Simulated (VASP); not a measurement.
# Cd3CuO (P4/mmm) in VASP: notebook, part 2 of 2

VASP 6.6.1. The steps go on from the part before.

**3. Single point, PBE, collinear spin, ferromagnetic start**

This run uses another cell than the first one, of 19.53 Å³/atom, 0.981 times its volume.

Input file INCAR:

```
PREC     = Accurate       # precision mode
ENCUT    = 520            # plane-wave cutoff, eV
EDIFF    = 1E-6           # SCF threshold, eV
ISMEAR   = 0              # smearing method
SIGMA    = 0.2            # smearing width, eV
LREAL    = F              # projectors in reciprocal space
LASPH    = T              # aspherical terms in the spheres
NELM     = 150            # most SCF steps
ALGO     = Normal         # electronic algorithm
ISIF     = 2              # what is computed and relaxed
LWAVE    = F              # write WAVECAR
LCHARG   = F              # write CHGCAR
ISPIN    = 2              # spin polarisation
MAGMOM   = 0 0 0 1 0      # initial moments
LORBIT   = 11             # projections on sites
LMAXMIX  = 4              # l up to which the mixer works
GGA      = PE             # functional
NBANDS   = 38             # bands
```

Input file KPOINTS:

```
regular mesh
0
Gamma
  4 4 2
```

Input file POSCAR:

```
Cd3CuO
1.0
    2.2351971276     -2.2351935038      0.0000000000
    2.2351971276      2.2351935038      0.0000000000
    0.0000000000      0.0000000000      9.7736047347
Cd Cu O
3 1 1
Direct
    0.5000000000      0.5000000000      0.5000000000
    0.5000000000      0.5000000000      0.1664733011
    0.5000000000      0.5000000000      0.8335266989
    0.0000000000      0.0000000000      0.0000000000
    0.0000000000      0.0000000000      0.5000000000
```

Potentials or basis: VASP PAW PBE potentials, release 64 (Cd, Cu, O).

Command:

```sh
> cat potpaw_PBE.64/Cd/POTCAR potpaw_PBE.64/Cu/POTCAR potpaw_PBE.64/O/POTCAR > POTCAR
> mpirun -np 1 vasp_std > vasp.out
```

OUTCAR:

```text
PREC = Accurate
   ENCUT = 520
   EDIFF = 1E-6
   ISMEAR = 0
   LREAL = F
   LASPH = T
   NELM = 150
   ISIF = 2
   ISPIN = 2
   LORBIT = 11
   GGA = PE

 ion  position               nearest neighbor table
   1  0.500  0.500  0.500-   5 2.24   5 2.24   5 2.24   5 2.24   2 3.26   3 3.26
   2  0.500  0.500  0.166-   4 2.76   4 2.76   4 2.76   4 2.76   3 3.25   1 3.26
   3  0.500  0.500  0.834-   4 2.76   4 2.76   4 2.76   4 2.76   2 3.25   1 3.26
   4  0.000  0.000  0.000-   2 2.76   3 2.76   2 2.76   3 2.76   2 2.76   3 2.76   2 2.76   3 2.76

   5  0.000  0.000  0.500-   1 2.24   1 2.24   1 2.24   1 2.24

  LATTYP: Found a simple tetragonal cell.
 ALAT       =     3.1610435300
 C/A-ratio  =     3.0918918521

  Lattice vectors:
[... 1201 lines left out ...]

 POSITION                                       TOTAL-FORCE (eV/Angst)
 -----------------------------------------------------------------------------------
      2.23520      0.00000      4.88680        -0.000000      0.000000      0.000000
      2.23520      0.00000      1.62704         0.000000     -0.000000      0.017129
      2.23520      0.00000      8.14656        -0.000000      0.000000     -0.017129
      0.00000      0.00000      0.00000        -0.000000      0.000000      0.000000
      0.00000      0.00000      4.88680        -0.000000     -0.000000      0.000000
 -----------------------------------------------------------------------------------
    total drift:                               -0.000000     -0.000000     -0.000000

  FREE ENERGIE OF THE ION-ELECTRON SYSTEM (eV)
  ---------------------------------------------------
  free  energy   TOTEN  =       -11.7262446396 eV

  energy  without entropy=      -11.6824943199  energy(sigma->0) =      -11.70436948

 total charge

# of ion       s       p       d       tot
------------------------------------------
    1        0.388   0.265   9.608  10.261
    2        0.537   0.268   9.492  10.297
    3        0.537   0.268   9.492  10.297
    4        0.406   0.280   9.207   9.892
    5        1.582   3.332   0.000   4.914
--------------------------------------------------
tot          3.451   4.413  37.799  45.663

 magnetization (x)

# of ion       s       p       d       tot
------------------------------------------
    1        0.000   0.000  -0.000   0.000
    2        0.000   0.000  -0.000   0.000
    3        0.000   0.000  -0.000   0.000
    4        0.000   0.000   0.000   0.000
    5       -0.000  -0.000   0.000  -0.000
--------------------------------------------------
tot          0.000   0.000  -0.000   0.000
```

OSZICAR:

```text
N       E                     dE             d eps       ncg     rms          rms(c)
DAV:   1     0.504236100124E+03    0.50424E+03   -0.26028E+04  1824   0.159E+03
DAV:   2     0.255235242209E+02   -0.47871E+03   -0.44898E+03  1872   0.407E+02
DAV:   3    -0.142742115548E+02   -0.39798E+02   -0.38573E+02  2144   0.124E+02
DAV:   4    -0.152464935432E+02   -0.97228E+00   -0.96921E+00  2128   0.187E+01
DAV:   5    -0.152636051807E+02   -0.17112E-01   -0.17108E-01  2064   0.244E+00    0.165E+01
DAV:   6    -0.132312577350E+02    0.20323E+01   -0.21962E+01  2430   0.626E+01    0.113E+01
DAV:   7    -0.118115370632E+02    0.14197E+01   -0.87791E+00  2266   0.424E+01    0.735E+00
DAV:   8    -0.117432144993E+02    0.68323E-01   -0.59717E-01  2230   0.600E+00    0.330E+00
DAV:   9    -0.117687397017E+02   -0.25525E-01   -0.37863E-01  2330   0.995E+00    0.157E+00
DAV:  10    -0.117261478987E+02    0.42592E-01   -0.12173E-01  2312   0.562E+00    0.305E-01
DAV:  11    -0.117265165636E+02   -0.36866E-03   -0.13187E-02  2594   0.133E+00    0.242E-01
DAV:  12    -0.117262103350E+02    0.30623E-03   -0.15322E-03  2464   0.552E-01    0.124E-01
DAV:  13    -0.117262392665E+02   -0.28932E-04   -0.36822E-04  2242   0.150E-01    0.321E-02
DAV:  14    -0.117262454215E+02   -0.61550E-05   -0.19663E-05  2150   0.385E-02    0.117E-02
DAV:  15    -0.117262446396E+02    0.78193E-06   -0.94611E-06  1862   0.523E-02
   1 F= -.11726245E+02 E0= -.11704369E+02  d E =-.437503E-01  mag=     0.0007
```

It took 70 s on 1 thread of Intel Xeon 6975P-C, shared host; peak memory 0.27 GiB.

What came out:

- Free energy: -11.7262 eV
- Pressure: 0.7 GPa
- Largest force: 0.017 eV/Å
- Net moment: 0.00 μB per cell
- Valence electrons inside the program's atomic spheres: Cd 10.26, 10.30; Cu 9.89; O 4.91

Forces in eV/Å, atoms in the order of the input:
```
Cd   0.000  0.000  0.000
Cd   0.000  0.000  0.017
Cd   0.000  0.000 -0.017
Cu   0.000  0.000  0.000
O    0.000  0.000  0.000
```

Stress tensor (GPa, compression positive):
```
0.81 0.00 0.00
0.00 0.81 0.00
0.00 0.00 0.59
```

Levels at points of the mesh, in eV from the Fermi level:
Spin up:
```csv
k point,band 24,band 25,band 26,band 27,band 28,band 29
"(0.00, 0.00, 0.00)",-2.65,-2.48,-2.48,-1.87,1.97,2.21
"(0.50, 0.00, 0.00)",-1.94,-1.82,-0.73,-0.70,-0.25,1.75
"(0.50, 0.50, 0.00)",-1.81,-0.14,-0.14,1.31,2.24,2.37
"(0.00, 0.00, 0.50)",-2.65,-2.48,-2.48,-0.46,-0.27,4.42
"(0.50, 0.00, 0.50)",-2.01,-1.51,-1.04,-0.25,-0.09,0.63
"(0.50, 0.50, 0.50)",-1.81,-0.15,-0.15,1.44,1.67,2.38
```
Spin down:
```
           k point  band 23  band 24  band 25  band 26  band 27  band 28  band 29  band 30
(0.00, 0.00, 0.00)    -2.73    -2.65    -2.48    -2.48    -1.87     1.97     2.21     7.00
(0.50, 0.00, 0.00)    -2.72    -1.94    -1.82    -0.73    -0.70    -0.25     1.75     3.78
(0.50, 0.50, 0.00)    -2.44    -1.81    -0.14    -0.14     1.31     2.24     2.37     2.72
(0.00, 0.00, 0.50)    -2.84    -2.65    -2.48    -2.48    -0.45    -0.26     4.42     6.50
(0.50, 0.00, 0.50)    -2.72    -2.01    -1.51    -1.03    -0.25    -0.09     0.64     4.90
(0.50, 0.50, 0.50)    -2.44    -1.81    -0.15    -0.15     1.44     1.67     2.38     3.07
```

Caveat: the k points lie up to 0.50 Å⁻¹ apart. With open d or f shells a metallic result of PBE can be an artefact of self-interaction; +U or a hybrid may open a gap.

**4. Single point, PBE**

This run uses another cell than the first one: it holds 10 atoms, not 5.

Input file INCAR:

```
SYSTEM = Cd3CuO
PREC = Accurate
ENCUT = 520
EDIFF = 1E-6
ISMEAR = 0
SIGMA = 0.2
LREAL = .FALSE.
LASPH = .TRUE.
NELM = 80
ALGO = Normal
ISIF = 2
LWAVE = .FALSE.
LCHARG = .TRUE.
GGA = PE
LELF = .TRUE.
LVHAR = .TRUE.
NBANDS = 64
```

Input file KPOINTS:

```
Automatic mesh
0
G
  6 6 2
  0 0 0
```

Input file POSCAR:

```
Cd3CuO
1.0
    3.2565523372      0.0000000000      0.0000000000
    0.0000000000      3.2565523372      0.0000000000
    0.0000000000      0.0000000000     16.4345992468
Cd Cu O
6 2 2
Direct
    0.5000000000      0.5000000000      0.3448413117
    0.5000000000      0.5000000000      0.8448413117
    0.5000000000      0.5000000000      0.1551586883
    0.5000000000      0.5000000000      0.6551586883
    0.0000000000      0.0000000000      0.0000000000
    0.0000000000      0.0000000000      0.5000000000
    0.0000000000      0.0000000000      0.2500000000
    0.0000000000      0.0000000000      0.7500000000
    0.5000000000      0.5000000000      0.0000000000
    0.5000000000      0.5000000000      0.5000000000
```

Command:

```sh
> cat potpaw_PBE.64/Cd/POTCAR potpaw_PBE.64/Cu/POTCAR potpaw_PBE.64/O/POTCAR > POTCAR
> mpirun -np 1 vasp_std > vasp.out
```

It took 3.4 min on 1 thread of Intel Xeon 6975P-C, shared host; peak memory 0.36 GiB.

Results (log left out):

* Free energy: -24.3732 eV
* Pressure: 0.6 GPa
* Largest force: 0.058 eV/Å
* Band gap on the k mesh: zero (band 53 reaches 4.32 eV, above the bottom of band 54 at 2.16 eV)

Forces on the atoms (eV/Å):
```
Cd   0.000  0.000  0.058
Cd   0.000  0.000  0.058
Cd   0.000  0.000 -0.058
Cd   0.000  0.000 -0.058
Cd   0.000  0.000  0.000
Cd   0.000  0.000  0.000
Cu   0.000  0.000  0.000
Cu   0.000  0.000  0.000
O    0.000  0.000  0.000
O    0.000  0.000  0.000
```

Stress tensor (GPa, compression positive):
```
0.60 0.00 0.00
0.00 0.60 0.00
0.00 0.00 0.50
```

Levels at points of the mesh, in eV from the Fermi level:
```csv
k point,band 51,band 52,band 53,band 54,band 55,band 56
"(0.00, 0.00, 0.00)",-2.69,-2.28,-2.23,-0.59,0.94,3.23
"(0.50, 0.00, 0.00)",-1.76,-1.75,-1.64,-0.68,-0.51,0.96
"(0.50, 0.50, 0.00)",-0.33,-0.33,0.85,0.90,1.38,1.62
"(0.00, 0.00, 0.50)",-2.69,-2.69,-1.26,-1.26,1.76,1.76
"(0.50, 0.00, 0.50)",-1.75,-1.75,-1.11,-1.11,-0.03,-0.03
"(0.50, 0.50, 0.50)",-0.38,-0.38,0.88,0.88,1.48,1.48
```

**5. The runs side by side**

| spin | cell | k mesh | smearing | gap on the mesh (eV) | pressure (GPa) | largest force (eV/Å) |
| --- | --- | --- | --- | --- | --- | --- |
| off | a = 3.151, b = 3.151, c = 10.031 Å, 5 atoms | 10 × 10 × 4 | gaussian 0.1 eV | none | 0.7 | 0.03 |
| collinear, ferromagnetic start | a = 3.161, b = 3.161, c = 9.774 Å, 5 atoms | 4 × 4 × 2 | gaussian 0.2 eV | none | 0.7 | 0.02 |
| off | a = 3.257, b = 3.257, c = 16.435 Å, 10 atoms | 6 × 6 × 2 | gaussian 0.2 eV | none | 0.6 | 0.06 |

Alike in all rows: task single point; level PBE; potentials or basis VASP PAW PBE potentials, release 64 (Cd, Cu, O); cutoff (eV) 520.

Caveats: some runs use coarse meshes; an odd number of electrons without spin polarisation forces a metal (some runs); a magnetic or distorted state may lie lower (some runs).

Total energies depend on the potentials used, so only differences within one code and one set of settings carry meaning.
